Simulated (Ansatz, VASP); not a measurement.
# Two plane-wave programs on BW5

INCAR

```
SYSTEM = BW5
PREC = Accurate ; ENCUT = 600
EDIFF = 1E-6 ; ISMEAR = 0
SIGMA = 0.1 ; LREAL = .FALSE.
LASPH = .TRUE. ; NELM = 100
ALGO = Normal ; ISIF = 3
LWAVE = .FALSE. ; LCHARG = .FALSE.
GGA = PE ; IBRION = 2
NSW = 100 ; EDIFFG = -0.01
```

KPOINTS

```
Automatic mesh
0
G
  12 12 8
  0 0 0
```

POSCAR

```
BW5
1.0
    5.0290020488      0.0000000000      0.0000000000
   -2.5145010244      4.3552435300      0.0000000000
    0.0000000000      0.0000000000      4.8318967301
B W
1 5
Direct
    0.0000000000      0.0000000000      0.0000000000
    0.3333333333      0.6666666667      0.0000000000
    0.6666666667      0.3333333333      0.0000000000
    0.5000000000      0.0000000000      0.5000000000
    0.5000000000      0.5000000000      0.5000000000
    0.0000000000      0.5000000000      0.5000000000
```

Input for Ansatz:

```yaml
crystal:
  lattice:
    - [5.0290020488, 0.0, 0.0]
    - [-2.5145010244, 4.35524353, 0.0]
    - [0.0, 0.0, 4.8318967301]
  atoms:
    - { symbol: B, position: [0.0, 0.0, 0.0] }
    - { symbol: W, position: [0.3333333333, 0.6666666667, 0.0] }
    - { symbol: W, position: [0.6666666667, 0.3333333333, 0.0] }
    - { symbol: W, position: [0.5, 0.0, 0.5] }
    - { symbol: W, position: [0.5, 0.5, 0.5] }
    - { symbol: W, position: [0.0, 0.5, 0.5] }
basis:
  ecutwfc: 420
kpoints:
  mp_grid: { grid: [12, 12, 8] }
hamiltonian:
  xc: pbe
scf:
  occupations: { method: gaussian, width: 0.1 }
output:
  forces: true
  stress: true
  eigenvalues: true
relax:
  adjacent_minimum: "off"
  f_tol: 0.01
  max_steps: 80
  cell: { stress_tol: 0.05 }
```

Change from the starting cell: species swapped into the PrCo5 type (P6/mmm, No. 191).

Alike in both runs: task relaxation of cell and atoms; functional PBE; k mesh 12 × 12 × 8; occupations gaussian, width 0.1 eV; no spin polarisation.

|  | VASP | Ansatz |
| --- | --- | --- |
| version | VASP 6.6.1 | Ansatz 0.2.0 |
| potentials or method | VASP PAW PBE potentials, release 64 (B, W_sv), cutoff 600 eV | scalar-relativistic, plane waves, PAW |
| valence electrons in the cell | 73 | 73 |

Ansatz gave:

```
gap on the k mesh at the Fermi level, each at its own relaxed structure (eV) : none
relaxed volume (Å³/atom)                                                     : 17.61
relaxed cell length with the largest relative difference (Å)                 : 4.998
```

Estimate VASP's values.

gap on the k mesh at the Fermi level, each at its own relaxed structure (eV): none; relaxed volume (Å³/atom): 17.67; relaxed cell length with the largest relative difference (Å): 5.010.

A gap of «none» marks a metal or a gap that the smearing closes.

Spin-orbit coupling is off throughout.
